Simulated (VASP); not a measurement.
# Al (P6_3/mmc) in VASP: notebook, part 3 of 3

VASP 6.6.1. Earlier steps stand in the parts before.

## Step 4: Relaxation of cell and atoms, PBEsol, target pressure 10 GPa, at which the enthalpy is minimised

This run uses another cell than the first one, of 15.90 Å³/atom, 0.980 times its volume.

File INCAR:

```
SYSTEM = Al
ALGO = Normal
EDIFF = 1E-6
EDIFFG = -0.01
ENCUT = 600
GGA = PS
IBRION = 2
ISIF = 3
ISMEAR = 1
LASPH = .True.
LCHARG = .False.
LREAL = .False.
LWAVE = .False.
NELM = 60
NSW = 80
PREC = Accurate
PSTRESS = 100.0
SIGMA = 0.1
```

File KPOINTS:

```
k-points
0
Gamma
  9 9 3
  0 0 0
```

File POSCAR:

```
Al
1.0
    2.8270770000      0.0000000000      0.0000000000
   -1.4135390000      2.4483210000      0.0000000000
    0.0000000000      0.0000000000      9.1859930000
Al
4
Direct
    0.0000000000      0.0000000000      0.0000000000
    0.3333333333      0.6666666667      0.2500000000
    0.0000000000      0.0000000000      0.5000000000
    0.6666666667      0.3333333333      0.7500000000
```

Potentials or basis: VASP PAW PBE potentials, release 64 (Al).

On the command line:

```sh
> cat potpaw_PBE.64/Al/POTCAR > POTCAR
> mpirun -np 1 vasp_std > vasp.out
```

OUTCAR:

```text
SYSTEM = Al
   EDIFF = 1E-6
   EDIFFG = -0.01
   ENCUT = 600
   GGA = PS
   IBRION = 2
   ISIF = 3
   ISMEAR = 1
   LASPH = .True.
   LREAL = .False.
   NELM = 60
   NSW = 80
   PREC = Accurate
   PSTRESS = 100.0

 ion  position               nearest neighbor table
   1  0.000  0.000  0.000-   4 2.82   2 2.82   4 2.82   2 2.82   4 2.82   2 2.82
   2  0.333  0.667  0.250-   1 2.82   3 2.82   1 2.82   3 2.82   1 2.82   3 2.82
   3  0.000  0.000  0.500-   4 2.82   2 2.82   4 2.82   2 2.82   4 2.82   2 2.82
   4  0.667  0.333  0.750-   1 2.82   3 2.82   1 2.82   3 2.82   1 2.82   3 2.82

  LATTYP: Found a hexagonal cell.
 ALAT       =     2.8270770000
 C/A-ratio  =     3.2492899910

  Lattice vectors:

 A1 = (   2.8270770000,   0.0000000000,   0.0000000000)
 A2 = (  -1.4135390000,   2.4483210000,   0.0000000000)
 A3 = (   0.0000000000,   0.0000000000,   9.1859930000)

Analysis of symmetry for initial positions (statically):
=====================================================================
 Subroutine PRICEL returns:
 Original cell was already a primitive cell.

 Routine SETGRP: Setting up the symmetry group for a
 hexagonal supercell.

[... 159 lines left out ...]
 maximum number of plane-waves:      2140
 NGX is ok and might be reduce to    24
   NGX = 11   NGY = 11   NGZ = 37

--------------------------------------- Ionic step        1  -------------------------------------------

 number of electron      12.0000000 magnetization

 Free energy of the ion-electron system (eV)
  ---------------------------------------------------
  ext. energy  EPLUGINS =         0.00000000
  ---------------------------------------------------
  free energy    TOTEN  =       -16.29029659 eV

  energy without entropy =      -16.28815315  energy(sigma->0) =      -16.28958211

------------------------ aborting loop because EDIFF is reached ----------------------------------------

  FORCE on cell =-STRESS in cart. coord.  units (eV):
  Direction    XX          YY          ZZ          XY          YZ          ZX
  --------------------------------------------------------------------------------------
  -------------------------------------------------------------------------------------
  Total        0.1306946      0.1306946      1.6279737     -0.0000000     -0.0000000      0.0000000
  in kB        3.2933356      3.2933370     41.0228530     -0.0000007     -0.0000000      0.0000000
  external PRESSURE =     -84.1301581 kB  Pullay stress =     100.0000000 kB
[... 187 lines left out ...]
--------------------------------------- Ionic step        6  -------------------------------------------

 number of electron      12.0000000 magnetization

 Free energy of the ion-electron system (eV)
  ---------------------------------------------------
  ext. energy  EPLUGINS =         0.00000000
  ---------------------------------------------------
  free energy    TOTEN  =       -16.13195632 eV

  energy without entropy =      -16.13128581  energy(sigma->0) =      -16.13173282

 E-fermi :   9.1353     XC(G=0): -10.6894

 val. band max:        9.0995374493   @ k =   0.3333   0.2222   0.3333
 cond. band min:       9.1977243583   @ k =   0.3333   0.3333   0.3333
 fundamental gap:      0.0981869090
 Fermi energy:         9.1352521726

 k-point     1 :       0.0000    0.0000    0.0000
  band No.  band energies     occupation
      1      -2.7437      2.00000
      2      -0.9482      2.00000
      3      -0.9321      2.00000
      4       4.1043      2.00000
      5       4.5745      2.00000
      6      12.7324      0.00000
      7      12.7472      0.00000
      8      20.9007      0.00000
      9      20.9011      0.00000
     10      20.9317      0.00000
[... 332 lines left out ...]
  energy  without entropy=      -16.1312858139  energy(sigma->0) =      -16.13173282

  enthalpy is  TOTEN    =       -12.4647978301 eV   P V=        3.6671584873

 reached required accuracy - stopping structural energy minimisation
```

OSZICAR:

```text
N       E                     dE             d eps       ncg     rms          rms(c)
DAV:   1     0.109253087677E+02    0.10925E+02   -0.47318E+03   480   0.104E+03
DAV:   2    -0.153590100700E+02   -0.26284E+02   -0.24765E+02   634   0.110E+02
DAV:   3    -0.163992998603E+02   -0.10403E+01   -0.10079E+01   670   0.194E+01
[... 33 lines left out ...]
DAV:   4    -0.161346067260E+02    0.15329E-05   -0.64549E-07   270   0.501E-03    0.224E-03
DAV:   5    -0.161346066979E+02    0.28150E-07   -0.69054E-08   264   0.255E-03
   5 F= -.12464784E+02 E0= -.12464530E+02  d E =-.673673E-04
       N       E                     dE             d eps       ncg     rms          rms(c)
DAV:   1    -0.161319566007E+02    0.26501E-02   -0.11207E-04   572   0.698E-02    0.939E-03
DAV:   2    -0.161319563174E+02    0.28331E-06   -0.64826E-07   412   0.624E-03
   6 F= -.12464798E+02 E0= -.12464574E+02  d E =-.807650E-04
```

It took 20 s on 1 thread of Intel Xeon 6975P-C (Granite Rapids), shared host; peak memory 0.2 GiB.

Results:

```
Free energy                                            : -16.1320 eV
Relaxed volume                                         : 14.69 Å³/atom
Relaxed cell                                           : a = 2.742 Å, b = 2.742 Å, c = 9.024 Å, α = 90.00°, β = 90.00°, γ = 120.00°
Space group after relaxing (to 0.05 Å)                 : P6_3/mmc (No. 194)
Energy change on relaxing (the enthalpy is what falls) : +39.6 meV/atom
Ionic steps                                            : 6
Pressure after relaxing                                : 10.0 GPa
Band gap on the k mesh                                 : zero (band 6 reaches 13.24 eV, above the bottom of band 7 at 7.83 eV)
```

The path:
| step | energy change (eV) | largest force (eV/Å) | pressure (GPa) | volume (Å³) |
| --- | --- | --- | --- | --- |
| 1 | 0.0000 | 0.0000 | 1.59 | 63.58 |
| 2 | 0.3662 | 0.0000 | 16.12 | 56.20 |
| 3 | 0.1593 | 0.0000 | 10.01 | 58.74 |
| 4 | 0.1653 | 0.0000 | 10.21 | 58.64 |
| 5 | 0.1557 | 0.0000 | 9.90 | 58.80 |
| 6 | 0.1583 | 0.0000 | 9.98 | 58.75 |

Final structure:
```xyz
4
Lattice="2.7420 0.0000 0.0000 -1.3710 2.3746 0.0000 0.0000 0.0000 9.0235" Properties=species:S:1:pos:R:3 pbc="T T T"
Al    0.0000    0.0000    0.0000
Al    0.0000    1.5831    2.2559
Al    0.0000    0.0000    4.5118
Al    1.3710    0.7915    6.7676
```

Caveat: the cell is relaxed towards a set pressure, so the enthalpy falls and the energy may rise; the PAW data sets were made with another functional, which shifts forces and pressure a little.

## Step 5: Relaxation of cell and atoms, PBEsol, target pressure 20 GPa, at which the enthalpy is minimised

This run uses another cell than the first one, of 15.90 Å³/atom, 0.980 times its volume.

File INCAR:

```
PREC = Accurate ; ENCUT = 600
EDIFF = 1E-6 ; ISMEAR = 1
SIGMA = 0.1 ; LREAL = False
LASPH = True ; NELM = 100
ALGO = Normal ; ISIF = 3
LWAVE = False ; LCHARG = False
GGA = PS ; IBRION = 2
NSW = 80 ; EDIFFG = -0.01
PSTRESS = 200.0
```

File KPOINTS:

```
Automatic mesh
0
Gamma
  9 9 3
```

POSCAR is that of step 4.

On the command line:

```sh
> cat potpaw_PBE.64/Al/POTCAR > POTCAR
> mpirun -np 1 vasp_std > vasp.out
```

Wall time 18 s (1 thread of Intel Xeon 6975P-C (Granite Rapids), shared host); peak memory 0.2 GiB.

It converged, with:

```yaml
Free_energy: -15.7694 eV
Relaxed_volume: 13.70 Å³/atom
Relaxed_cell: a = 2.680 Å, b = 2.680 Å, c = 8.809 Å, α = 90.00°, β = 90.00°, γ = 120.00°
Space_group_after_relaxing_to_0.05_Å: P6_3/mmc (No. 194)
Energy_change_on_relaxing_the_enthalpy_is_what_falls: +130.2 meV/atom
Ionic_steps: 5
Pressure_after_relaxing: 20.0 GPa
Band_gap_on_the_k_mesh: zero (band 6 reaches 14.19 eV, above the bottom of band 7 at 8.60 eV)
```

Stress tensor (GPa, compression positive):
```
20.07  0.00  0.00
 0.00 20.07  0.00
 0.00  0.00 19.97
```

Step by step:
```csv
step,energy change (eV),largest force (eV/Å),pressure (GPa),volume (Å³)
1,0.0000,0.0000,1.59,63.58
2,1.8469,0.0000,46.63,48.20
3,0.5015,0.0000,19.56,54.96
4,0.5218,0.0000,20.05,54.80
5,0.5209,0.0000,20.04,54.81
```

Final structure:
```
Al
1.0
     2.68030    0.00000    0.00000
    -1.34015    2.32121    0.00000
     0.00000    0.00000    8.80899
Al
4
Direct
  0.00000 0.00000 0.00000
  0.33333 0.66667 0.25000
  0.00000 0.00000 0.50000
  0.66667 0.33333 0.75000
```

Levels at points of the mesh, in eV from the Fermi level:
```csv
k point,band 2,band 3,band 4,band 5,band 6,band 7,band 8,band 9
"(0.00, 0.00, 0.00)",-10.49,-10.48,-5.29,-4.63,3.79,3.80,12.24,12.25
```

Caveat: the cell is relaxed towards a set pressure, so the enthalpy falls and the energy may rise; the PAW data sets were made with another functional, which shifts forces and pressure a little.

## Step 6: Overview

| task | cell | cutoff (eV) | gap on the mesh (eV) | pressure (GPa) |
| --- | --- | --- | --- | --- |
| single point | a = 2.825, b = 2.825, c = 9.390 Å, angles 90.0, 90.0, 120.0°, 4 atoms | 520 | none | 0.1 |
| relaxation of cell and atoms | relaxed from a = 2.827, b = 2.827, c = 9.186 Å, angles 90.0, 90.0, 120.0°, 4 atoms | 600 | none | 0.0 |
| relaxation of cell and atoms | relaxed to 10 GPa from a = 2.827, b = 2.827, c = 9.186 Å, angles 90.0, 90.0, 120.0°, 4 atoms | 600 | none | 10.0 |
| relaxation of cell and atoms | relaxed to 20 GPa from a = 2.827, b = 2.827, c = 9.186 Å, angles 90.0, 90.0, 120.0°, 4 atoms | 600 | none | 20.0 |

Alike in all rows: level PBEsol; potentials or basis VASP PAW PBE potentials, release 64 (Al); no spin polarisation; k mesh 9 × 9 × 3; smearing methfessel-paxton 0.1 eV.

Caveats: the PAW data sets were made with another functional, which shifts forces and pressure a little; the cell is relaxed towards a set pressure, so the enthalpy falls and the energy may rise (some runs).

Absolute energies hang on the potentials; compare differences alone.
